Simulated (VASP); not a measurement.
Set up this calculation in VASP 6.6.1, as the native input.

* Task: single point
* Functional: PBE
* Dispersion: D3(BJ)
* Potentials or basis: VASP PAW PBE potentials, release 64 (C, H)
* Cutoff: 520 eV
* k mesh: 6 × 7 × 1
* Occupations: gaussian, width 0.05 eV
* Spin: collinear spin
* Starting moments: [0.0, 0.0, 0.0, 0.0, 0.0, 0.0, 0.0, 0.0, 0.0, 0.0, 0.0, 0.0, 1.0] μB
* Dipole correction: yes
* Further INCAR settings: ALGO = Normal; EDIFF = 1e-07; NBANDS = 40

The structure of HC12 lies in POSCAR:

```
HC12
1.0
    4.9311586502      0.0000000000      0.0000000000
    0.0000000000      4.0098697767      0.0000000000
    0.0000000000      0.0000000000     21.6014232414
C H
12 1
Direct
    0.2500000000      0.3776970832      0.1851729840
    0.7500000000      0.3776970832      0.1851729840
    0.0000000000      0.4720802753      0.2130426460
    0.5000000000      0.4720802753      0.2130426460
    0.0000000000      0.6609562027      0.2688143161
    0.5000000000      0.6609562027      0.2688143161
    0.2500000000      0.7503681903      0.2962457608
    0.7500000000      0.7503681903      0.2962457608
    0.2500000000      0.9412921293      0.3552728042
    0.7500000000      0.9412921293      0.3552728042
    0.0000000000      0.0234303656      0.3796705036
    0.5000000000      0.0234303656      0.3796705036
    0.1666666667      0.0234303656      0.4954036186
```

These files were run (other wordings do the same):

INCAR

```
ALGO     = Normal         # electronic algorithm
DIPOL    = 0.5 0.5 0.299
EDIFF    = 1E-7           # SCF threshold, eV
ENCUT    = 520            # plane-wave cutoff, eV
GGA      = PE             # functional
IDIPOL   = 3            
ISIF     = 2              # what is computed and relaxed
ISMEAR   = 0              # smearing method
ISPIN    = 2              # spin polarisation
IVDW     = 12             # dispersion correction
KPAR     = 4            
LASPH    = T              # aspherical terms in the spheres
LCHARG   = T              # write CHGCAR
LDIPOL   = T            
LORBIT   = 11             # projections on sites
LREAL    = F              # projectors in reciprocal space
LVACPOTAV= T            
LVHAR    = T            
LWAVE    = F              # write WAVECAR
MAGMOM   = 0 0 0 0 0 0 0 0 0 0 0 0 1 # initial moments
NBANDS   = 40             # bands
NELM     = 150            # most SCF steps
PREC     = Accurate       # precision mode
SIGMA    = 0.05           # smearing width, eV
```

KPOINTS

```
k-points
0
Gamma
  6 7 1
```

Potentials or basis: VASP PAW PBE potentials, release 64 (C, H).

Command:

```console
$ cat potpaw_PBE.64/C/POTCAR potpaw_PBE.64/H/POTCAR > POTCAR
$ mpirun -np 4 vasp_std > vasp.out
```

It gave:

```yaml
Largest_force: 3.547 eV/Å
Net_moment: -0.26 μB per cell
Site_moments: C -0.45, +0.33, +0.01, +0.00, -0.01, -0.03, -0.06, -0.43, -0.02 (each value once); H +0.34 μB
Valence_electrons_inside_the_program's_atomic_spheres: C 2.43, 2.44, 2.63, 2.65, 2.66, 2.61, 2.50, 2.52 (each value once); H 0.36
Dispersion_energy_per_atom: -0.102 eV
```

Run time: 14 min on 4 MPI ranks on Intel(R) Xeon(R) Platinum 8259CL CPU @ 2.50GHz (Skylake/Cascade Lake), with other jobs on the host, peak memory 0.97 GiB a rank.
